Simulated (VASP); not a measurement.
The system is B.

```
B
1.0
    -1.20041    1.20041    2.06799
     1.20041   -1.20041    2.06799
     1.20041    1.20041   -2.06799
B
2
Direct
  0.29191 0.29191 0.00000
  0.70809 0.70809 0.00000
```

| Property | Result |
| --- | --- |
| Program | VASP 6.6.1 |
| Task | relaxation of cell and atoms |
| Functional | PBE |
| Potentials or basis | VASP PAW PBE potentials, release 64 (B) |
| Cutoff | 600 eV |
| k mesh | 10 × 10 × 10 |
| Occupations | gaussian, width 0.1 eV |
| Spin | no spin polarisation |

At the start: pressure 50.8 GPa; volume 5.96 Å³/atom.

Question: How do energy, volume and symmetry change on relaxing?

Answer: Over 35 steps the energy falls by 686.4 meV/atom and the volume is 6.71 Å³/atom (+12.5 %); space group I4/mmm (No. 139, to 0.05 Å).

Step by step:
```csv
step,energy change (eV),largest force (eV/Å),pressure (GPa),volume (Å³)
1,0.0000,0.4400,50.82,11.92
2,-0.2635,0.3294,-15.64,15.48
3,-0.3327,0.3077,-0.01,14.19
4,-0.3326,0.3081,-0.73,14.24
5,-0.3445,0.3077,-0.23,14.27
6,-0.4225,0.3999,1.02,14.36
7,-0.5856,1.3360,4.93,14.52
8,-0.5684,2.7848,8.36,14.59
9,-0.5855,1.9394,6.19,14.55
10,-0.5857,1.9474,6.21,14.55
11,-0.5864,1.9737,6.26,14.55
12,-0.5877,2.0213,6.36,14.56
13,-0.5901,2.1074,6.57,14.57
14,-0.5941,2.2925,6.99,14.59
15,-0.5937,2.9751,7.74,14.63
16,-0.5956,2.5815,7.35,14.61
17,-0.6013,2.5838,7.21,14.61
18,-0.6182,2.5998,6.81,14.63
19,-0.6505,2.6281,6.02,14.65
20,-0.7143,2.5967,4.51,14.70
21,-0.8239,3.0007,1.20,14.80
22,-0.9242,4.0123,-4.35,14.96
23,-1.0303,3.1572,-7.48,14.95
24,-1.2268,1.0615,-14.59,14.90
25,-1.2106,1.5437,-20.28,14.79
26,-1.2734,0.5332,-18.77,14.85
27,-1.2747,0.2912,-18.26,14.86
28,-1.2958,0.3104,-16.40,14.67
29,-1.3436,0.3765,-10.10,14.13
30,-1.3625,0.4778,5.41,13.07
31,-1.3681,0.4577,-0.03,13.40
32,-1.3716,0.1968,0.38,13.39
33,-1.3724,0.0011,0.70,13.38
34,-1.3727,0.0001,0.27,13.40
35,-1.3728,0.0003,-0.28,13.42
```

Final structure:
```yaml
crystal:
  lattice:
    - [-1.12052, 1.12052, 2.67113]
    - [1.12052, -1.12052, 2.67113]
    - [1.12052, 1.12052, -2.67113]
  atoms:
    - { symbol: B, position: [0.34232, 0.34232, 0.00000] }
    - { symbol: B, position: [0.65768, 0.65768, 0.00000] }
```

Caveat: the k points lie up to 0.40 Å⁻¹ apart in the final cell.
